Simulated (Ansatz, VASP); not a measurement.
**InP in VASP and in Ansatz**

Contents of INCAR:

```
ALGO = Normal
EDIFF = 1E-6
ENCUT = 520
GGA = PE
ISIF = 2
ISMEAR = 0
LASPH = T
LCHARG = F
LREAL = F
LWAVE = F
NBANDS = 16
NELM = 100
PREC = Accurate
SIGMA = 0.05
```

KPOINTS

```
k-points
0
Gamma
  8 8 8
```

POSCAR

```
InP
1.0
    0.0000000000      2.8425850000      2.9305000000
    2.9305000000      0.0000000000      2.9305000000
    2.9305000000      2.8425850000      0.0000000000
In P
1 1
Direct
    0.0000000000      0.0000000000      0.0000000000
    0.7500000000      0.7500000000      0.7500000000
```

Input for Ansatz:

```yaml
crystal:
  lattice:
    - [0.0, 2.842585, 2.9305]
    - [2.9305, 0.0, 2.9305]
    - [2.9305, 2.842585, 0.0]
  atoms:
    - { symbol: In, position: [0.0, 0.0, 0.0] }
    - { symbol: P, position: [0.75, 0.75, 0.75] }
basis:
  ecutwfc: 420
kpoints:
  mp_grid: { grid: [8, 8, 8] }
hamiltonian:
  xc: pbe
scf:
  occupations: { method: gaussian, width: 0.05 }
output:
  forces: true
  stress: true
  eigenvalues: true
```

Change from the starting cell: strain -0.0300 x Voigt [0, 1, 0, 0, 0, 0], atoms carried along.

Alike in both runs: task single point; functional PBE; k mesh 8 × 8 × 8; occupations gaussian, width 0.05 eV; no spin polarisation.

```csv
,VASP,Ansatz
version,VASP 6.6.1,Ansatz 0.2.0
potentials or method,"VASP PAW PBE potentials, release 64 (In_d, P), cutoff 520 eV","scalar-relativistic, plane waves, PAW"
valence electrons in the cell,18,18
```

Ansatz gave:

| Property | Result |
| --- | --- |
| gap on the k mesh at the Fermi level (eV) | 0.78 |
| least direct gap on the mesh (eV) | 0.78 |
| pressure (GPa) | 5.7 |
| traceless stress, the component that is largest in VASP (GPa) | 0.72 |

**Question.** Estimate VASP's values.

**Answer.** gap on the k mesh at the Fermi level (eV): 0.78; least direct gap on the mesh (eV): 0.78; pressure (GPa): 5.7; traceless stress, the component that is largest in VASP (GPa): 0.73.
